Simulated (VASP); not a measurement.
The system is Mn.

```
Mn
1.0
     2.48365    0.00000    0.00000
    -1.24182    2.15090    0.00000
     0.00000    0.00000    4.02620
Mn
2
Direct
  0.33333 0.66667 0.25000
  0.66667 0.33333 0.75000
```

Base run:

```yaml
Program: VASP 6.6.1
Functional: PBE
Potentials_or_basis: VASP PAW PBE potentials, release 64 (Mn_pv)
Cutoff: 520 eV
k_mesh: 10 × 10 × 6
Occupations: fermi-dirac, width 0.05 eV
Spin: collinear spin, ferromagnetic start
Starting_moments: "[8.0, 8.0] μB"
Fixed_moment: 16 μB
```

Its results: pressure 453.2 GPa; site moments Mn +7.03 μB.

The run is repeated on the same cell with these changes: fixed moment from 16 μB to 12 μB; moments at the start from [8.0, 8.0] to [6.0, 6.0]. What comes out?

Pressure 279.6 GPa; site moments Mn +5.39 μB.

Caveats: the total moment is fixed, so each spin has its own Fermi level.
